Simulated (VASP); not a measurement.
# NaMo18S36 (a cell with a defect) in VASP: further runs, part 2 of 2

VASP 6.6.1.

## (3) Single point, PBE

The input, INCAR:

```
SYSTEM = NaMo18S36
  PREC = Accurate
  ENCUT = 520
  EDIFF = 1E-6
  ISMEAR = -1
  SIGMA = 0.01
  LREAL = Auto
  LASPH = .TRUE.
  NELM = 100
  ALGO = Normal
  ISIF = 2
  LWAVE = .FALSE.
  LCHARG = .TRUE.
  GGA = PE
  LELF = .TRUE.
  LVHAR = .TRUE.
  NBANDS = 270
  NELECT = 474.0
```

The input, KPOINTS:

```
regular mesh
0
G
  1 1 1
  0 0 0
```

The input, POSCAR:

```
NaMo18S36
1.0
    9.3669868000      0.0000000800      0.0000000000
   -4.6834934700      8.1120484800      0.0000000000
    0.0000000000      0.0000000000     12.0827026900
Mo S Na
18 36 1
Direct
    0.1962048743      0.1381350207      0.2532948198
    0.1384369142      0.1958936750      0.7463758922
    0.1877625940      0.4675699356      0.2619478507
    0.1393272059      0.5287918335      0.7460157078
    0.1955690677      0.8043237168      0.2541097037
    0.1356810895      0.8611864200      0.7452065346
    0.5291023299      0.1390260377      0.2536507004
    0.4678711369      0.1874454974      0.7377354412
    0.5281470023      0.4728542941      0.2567649043
    0.4731499174      0.5278331327      0.7429125114
    0.5291782956      0.8085577858      0.2599281039
    0.4690435702      0.8623991806      0.7424508597
    0.8614957278      0.1353773876      0.2544750193
    0.8046260633      0.1952601663      0.7455689535
    0.8627118229      0.4687381911      0.2572376462
    0.8088604777      0.5288704753      0.7397495601
    0.8638123412      0.8054201041      0.2555045075
    0.8057212082      0.8634996392      0.7441794465
    0.2420618941      0.0810742172      0.6143966454
    0.0813908903      0.2417495406      0.3852816807
    0.2509414991      0.0838012718      0.8731432255
    0.0841076392      0.2506451975      0.1265375007
    0.2496235876      0.4174266202      0.6170304932
    0.0820995005      0.5851465268      0.3868981237
    0.2517267302      0.4184459681      0.8744440107
    0.0830024729      0.5788802921      0.1274769428
    0.2457323439      0.7495692359      0.6160404001
    0.0865263405      0.9166666116      0.3825741739
    0.2487585742      0.7520126384      0.8744192646
    0.0847183030      0.9153520238      0.1243623251
    0.5854443623      0.0817803240      0.6127869062
    0.4177406210      0.2493196351      0.3826395566
    0.5791952646      0.0826947663      0.8722093285
    0.4187597388      0.2514353768      0.1252299290
    0.5826788189      0.4159420351      0.6122995980
    0.4162600076      0.5823823635      0.3873799695
    0.5873084069      0.4022414266      0.8600525285
    0.4025466439      0.5870178142      0.1396139625
    0.5826227314      0.7510734149      0.6154190160
    0.4159898290      0.9194327407      0.3846629450
    0.5830193613      0.7591076371      0.8683491822
    0.4192484481      0.9159089698      0.1259359796
    0.9169536913      0.0862044807      0.6171027452
    0.7498606975      0.2454140831      0.3836385053
    0.9156647830      0.0844192350      0.8753151734
    0.7523345279      0.2484633745      0.1252593098
    0.9197183783      0.4156768706      0.6150090084
    0.7513867006      0.5823207235      0.3842656829
    0.9162229623      0.4189463284      0.8737377117
    0.7594365399      0.5827227181      0.1313384961
    0.9164104765      0.7535801767      0.6144380269
    0.7538868857      0.9161079298      0.3852427821
    0.9128048101      0.7478982580      0.8732143189
    0.7482055528      0.9124982375      0.1264672350
    0.5442415156      0.5439113150     -0.0001568358
```

Potentials or basis: VASP PAW PBE potentials, release 64 (Mo_sv, S, Na_pv).

Started as:

```sh
$ cat potpaw_PBE.64/Mo_sv/POTCAR potpaw_PBE.64/S/POTCAR potpaw_PBE.64/Na_pv/POTCAR > POTCAR
$ mpirun -np 1 vasp_gam > vasp.out
```

It took 11 min on 1 thread of AMD EPYC 7R43 (Zen 3), shared host; peak memory 0.82 GiB.

Results (log left out):

| Quantity | Value |
| --- | --- |
| Free energy | -399.2146 eV |
| Largest force | 0.047 eV/Å |

Forces in eV/Å, atoms in the order of the input:
```
Mo   0.000  0.000  0.003
Mo   0.001 -0.001 -0.003
Mo   0.003  0.003  0.001
Mo  -0.002  0.001 -0.001
Mo  -0.001  0.001  0.001
Mo   0.000  0.000 -0.004
Mo   0.001 -0.001  0.002
Mo   0.001  0.005 -0.001
Mo   0.000  0.001  0.003
Mo  -0.001  0.000 -0.004
Mo  -0.001 -0.004  0.001
Mo   0.002  0.000 -0.002
Mo   0.000  0.000  0.003
Mo   0.002 -0.001  0.000
Mo  -0.001  0.001  0.001
Mo  -0.003 -0.002  0.000
Mo   0.000 -0.002  0.001
Mo  -0.002  0.000 -0.001
S   -0.001  0.000  0.016
S   -0.001  0.000 -0.016
S    0.000  0.000 -0.016
S    0.001  0.000  0.014
S   -0.002  0.002  0.017
S   -0.002 -0.001 -0.017
S    0.001 -0.004 -0.012
S    0.004 -0.002  0.015
S    0.004 -0.002  0.019
S    0.001  0.002 -0.018
S   -0.002  0.000 -0.013
S   -0.001  0.000  0.012
S    0.001 -0.002  0.017
S    0.001  0.000 -0.015
S   -0.005  0.002 -0.015
S   -0.002 -0.002  0.012
S   -0.001  0.002  0.014
S    0.002  0.000 -0.014
S    0.020 -0.018 -0.038
S   -0.025  0.007  0.040
S   -0.001  0.000  0.017
S   -0.002  0.004 -0.019
S   -0.005  0.012 -0.023
S    0.003 -0.003  0.014
S    0.002  0.002  0.019
S   -0.003  0.002 -0.018
S    0.000 -0.001 -0.010
S    0.001 -0.001  0.014
S    0.006  0.000  0.019
S    0.000 -0.002 -0.019
S   -0.003  0.001 -0.015
S    0.014  0.001  0.021
S    0.000  0.000  0.016
S   -0.001 -0.001 -0.016
S    0.001  0.002 -0.013
S    0.002  0.002  0.012
Na  -0.001 -0.001  0.001
```

Levels at points of the mesh, in eV from the Fermi level:
```
           k point  band 234  band 235  band 236  band 237  band 238  band 239  band 240  band 241
(0.00, 0.00, 0.00)     -1.12     -1.03     -0.98     -0.33      0.71      0.73      0.74      0.76
```

Caveat: the k points lie up to 0.77 Å⁻¹ apart; the cell carries a net charge on a neutralising background, which shifts energy and pressure; the cell is charged against a uniform background, so pressure and absolute levels hang on convention.

## (4) Single point, PBE

The input, INCAR:

```
SYSTEM = NaMo18S36
PREC = Accurate
ENCUT = 520
EDIFF = 1E-6
ISMEAR = -1
SIGMA = 0.01
LREAL = Auto
LASPH = .TRUE.
NELM = 80
ALGO = Normal
ISIF = 2
LWAVE = .FALSE.
LCHARG = .TRUE.
GGA = PE
LELF = .TRUE.
LVHAR = .TRUE.
NELECT = 474.0
NBANDS = 270
```

KPOINTS is that of step 3.

The input, POSCAR:

```
NaMo18S36
1.0
    9.3669868000      0.0000000800      0.0000000000
   -4.6834934700      8.1120484800      0.0000000000
    0.0000000000      0.0000000000     12.0827026900
Mo S Na
18 36 1
Direct
    0.2060603115      0.1276528347      0.2556295623
    0.1279408849      0.2057337298      0.7440351907
    0.2051502380      0.4632929639      0.2565879571
    0.1265781609      0.5428138159      0.7399954488
    0.2059061997      0.7957364899      0.2542321101
    0.1297505563      0.8741062146      0.7447436415
    0.5431245225      0.1262854825      0.2596229569
    0.4635896345      0.2048235988      0.7431012937
    0.5398298451      0.4626426933      0.2562994455
    0.4629244698      0.5394924567      0.7434086752
    0.5421652483      0.8004667345      0.2592120389
    0.4627905307      0.8720257257      0.7456356604
    0.8744193403      0.1294508943      0.2549365882
    0.7960391493      0.2055897398      0.7454335533
    0.8723502436      0.4624892146      0.2540439899
    0.8007495937      0.5418431543      0.7404881366
    0.8725777263      0.7953140253      0.2534963475
    0.7956080346      0.8722555041      0.7462006003
    0.2400919940      0.0954940029      0.6155429121
    0.0958141989      0.2397796311      0.3841372348
    0.2408713651      0.0944100596      0.8729858104
    0.0947158110      0.2405763473      0.1266969021
    0.2398517907      0.4285071754      0.6145245141
    0.0934174548      0.5743629373      0.3837273099
    0.2304256100      0.4339155505      0.8651830032
    0.0946509791      0.5732591470      0.1251853198
    0.2422614307      0.7664282328      0.6146071943
    0.0939186250      0.9056038078      0.3830237422
    0.2389593937      0.7611169973      0.8735173140
    0.0950862148      0.9071549573      0.1245396861
    0.5746532050      0.0930858532      0.6159523404
    0.4288264171      0.2395103987      0.3851363490
    0.5735749598      0.0943219159      0.8744920959
    0.4342510958      0.2302237184      0.1344653627
    0.5743205854      0.4281610203      0.6142091046
    0.4284722025      0.5740384783      0.3854927262
    0.5865416145      0.4306547183      0.8661440465
    0.4310274779      0.5862689279      0.1335766543
    0.5743422020      0.7617518521      0.6165197631
    0.4252714554      0.9049680835      0.3869198904
    0.5727856434      0.7593226260      0.8748454937
    0.4308041842      0.9078973065      0.1273397219
    0.9058786754      0.0935657534      0.6166511079
    0.7666896664      0.2419290200      0.3850524274
    0.9074621203      0.0947843112      0.8751368192
    0.7614764556      0.2386769438      0.1261392454
    0.9052109242      0.4249615786      0.6127365863
    0.7621116693      0.5740488300      0.3831796676
    0.9082577686      0.4305056776      0.8723149340
    0.7596451329      0.5725021184      0.1248537714
    0.9089251975      0.7659409263      0.6148011906
    0.7662629070      0.9086470522      0.3848933570
    0.9079728368      0.7603195349      0.8737265387
    0.7606236998      0.9076607416      0.1259651950
    0.3742834387      0.3740741907     -0.0001512907
```

Started as:

```sh
$ cat potpaw_PBE.64/Mo_sv/POTCAR potpaw_PBE.64/S/POTCAR potpaw_PBE.64/Na_pv/POTCAR > POTCAR
$ mpirun -np 1 vasp_gam > vasp.out
```

Wall time 11 min (1 thread of AMD EPYC 7R43 (Zen 3), shared host); peak memory 0.82 GiB.

It converged, with:

```yaml
Free_energy: -399.6815 eV
Largest_force: 0.456 eV/Å
```

Forces on the atoms (eV/Å):
```
Mo   0.043 -0.021  0.011
Mo  -0.040  0.026 -0.012
Mo   0.054 -0.007 -0.018
Mo  -0.048  0.034 -0.021
Mo   0.039 -0.016  0.001
Mo  -0.031  0.033 -0.004
Mo   0.053 -0.025  0.022
Mo  -0.033  0.043  0.017
Mo   0.048 -0.020  0.003
Mo  -0.041  0.031 -0.002
Mo   0.047 -0.017 -0.004
Mo  -0.028  0.026  0.010
Mo   0.044 -0.011  0.005
Mo  -0.034  0.026 -0.001
Mo   0.037 -0.012 -0.011
Mo  -0.039  0.032  0.003
Mo   0.039 -0.019 -0.007
Mo  -0.036  0.023  0.006
S   -0.022  0.034  0.021
S    0.041 -0.003 -0.020
S   -0.038  0.024 -0.014
S    0.041 -0.021  0.013
S   -0.040  0.029  0.007
S    0.049 -0.021 -0.029
S   -0.097  0.048 -0.059
S    0.037 -0.008  0.008
S   -0.033  0.040  0.014
S    0.037 -0.023 -0.015
S   -0.036  0.024 -0.016
S    0.043 -0.017  0.015
S   -0.043  0.033  0.029
S    0.045 -0.019 -0.008
S   -0.027  0.030 -0.006
S    0.091 -0.063  0.060
S   -0.035  0.032  0.022
S    0.046 -0.014 -0.022
S   -0.025  0.075 -0.001
S    0.075  0.015  0.000
S   -0.034  0.030  0.021
S    0.051 -0.031 -0.010
S   -0.025  0.003  0.010
S    0.041 -0.012  0.019
S   -0.039  0.021  0.015
S    0.052 -0.007 -0.013
S   -0.037  0.026 -0.016
S    0.037 -0.019  0.017
S   -0.051  0.028  0.011
S    0.041 -0.015 -0.021
S   -0.034  0.030 -0.019
S    0.016 -0.022 -0.012
S   -0.033  0.029  0.019
S    0.042 -0.015 -0.020
S   -0.026  0.031 -0.011
S    0.042 -0.006  0.012
Na  -0.227 -0.396 -0.002
```

Levels at points of the mesh, in eV from the Fermi level:
| k point | band 234 | band 235 | band 236 | band 237 | band 238 | band 239 | band 240 | band 241 |
| --- | --- | --- | --- | --- | --- | --- | --- | --- |
| (0.00, 0.00, 0.00) | -1.11 | -1.00 | -0.93 | -0.33 | 0.76 | 0.76 | 0.78 | 0.79 |

Caveat: the k points lie up to 0.77 Å⁻¹ apart; the cell carries a net charge on a neutralising background, which shifts energy and pressure; the cell is charged against a uniform background, so pressure and absolute levels hang on convention.
